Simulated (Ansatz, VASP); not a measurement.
**Two plane-wave programs on Na**

The input POSCAR:

```
Na
1.0
    3.2756024508      0.0000000000      0.0000000000
    0.0000000000      3.2756024508      0.0000000000
    0.0000000000      0.0000000000      3.2756024508
Na
1
Direct
    0.0000000000      0.0000000000      0.0000000000
```

INCAR.step1

```
PREC = Accurate ; ENCUT = 520
ISMEAR = -1 ; SIGMA = 0.1
LREAL = False ; LASPH = True
NELM = 60 ; NBANDS = 10
GGA = PE ; ALGO = Normal
EDIFF = 1E-4 ; LWAVE = True
LCHARG = False
```

INCAR.step2

```
PREC = Accurate ; ENCUT = 520
EDIFF = 1E-6 ; ISMEAR = -1
SIGMA = 0.1 ; LREAL = False
LASPH = True ; NELM = 60
ALGO = Normal ; ISIF = 2
LWAVE = False ; LCHARG = False
METAGGA = R2SCAN ; LMIXTAU = True
NBANDS = 10 ; ISTART = 1
```

The input KPOINTS:

```
regular mesh
0
Gamma
  10 10 10
```

Input for Ansatz:

```yaml
crystal:
  lattice:
    - [3.2756024508, 0.0, 0.0]
    - [0.0, 3.2756024508, 0.0]
    - [0.0, 0.0, 3.2756024508]
  atoms:
    - { symbol: Na, position: [0.0, 0.0, 0.0] }
hamiltonian:
  xc: r2scan
  pseudopotentials:
    kind: paw
    azcp:
      Na: "pseudopotentials/Na.paw.azcp"
basis:
  ecutwfc: 500
  fft_grid_basis: typed
kpoints:
  mp_grid: { grid: [10, 10, 10], shift: [0, 0, 0] }
magnetization:
  spin_polarized: false
scf:
  occupations: { method: fermi_dirac, width: 0.1 }
  lower_state_search: "off"
output:
  stress: true
```

Alike in both runs: task single point; functional r2SCAN; k mesh 10 × 10 × 10; occupations fermi-dirac, width 0.1 eV; no spin polarisation.

|  | VASP | Ansatz |
| --- | --- | --- |
| version | VASP 6.6.1 | Ansatz 0.2.0 |
| potentials or method | VASP PAW PBE potentials, release 64 (Na_pv), cutoff 520 eV | plane waves (500 eV) with PAW, scalar-relativistic |
| valence electrons in the cell | 7 | 9 |

VASP gave:

| Quantity | Value |
| --- | --- |
| pressure (GPa) | 0.9 |

Problem. Estimate Ansatz's values.

Solution. Pressure (GPa): 1.0.

VASP's potentials were made for PBE, not for r2SCAN. With one functional, cell and mesh, what is left measures potentials, basis and numerics. VASP's potentials hold 7 valence electrons a cell and Ansatz's 9, so a difference there can come from the potentials and not from the codes.
